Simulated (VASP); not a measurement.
Runs of VASP 6.6.1 on NiH3. The structure is that of space group Pm-3m (No. 221), or close to it. The cells are those of the table. 

```tsv
task	spin	cell	k mesh	cutoff (eV)	gap on the mesh (eV)	pressure (GPa)	moment (μB)
relaxation of cell and atoms	off	relaxed from a = 2.667 Å, 4 atoms	18 × 18 × 18	600	none	-0.1	-
single point	collinear, ferromagnetic start	a = 2.969 Å, 4 atoms	6 × 6 × 6	520	none	(a)	0.25
single point	off	a = 2.665 Å, 4 atoms	18 × 18 × 18	520	none	-0.3	-
relaxation of cell and atoms	collinear, ferromagnetic start	relaxed from a = 2.969 Å, 4 atoms	6 × 6 × 6	600	none	0.6	0.00
single point	collinear, ferromagnetic start	a = 2.667 Å, 4 atoms	6 × 6 × 6	520	none	-0.3	0.00
```

Alike in all rows: level PBE; potentials or basis VASP PAW PBE potentials, release 64 (Ni, H); smearing gaussian 0.1 eV.

Problem. Estimate the missing entries.

Solution. (a) -29.6.

Caveats: some runs use coarse meshes.

A gap of «none» marks levels without a gap at the run's occupations.
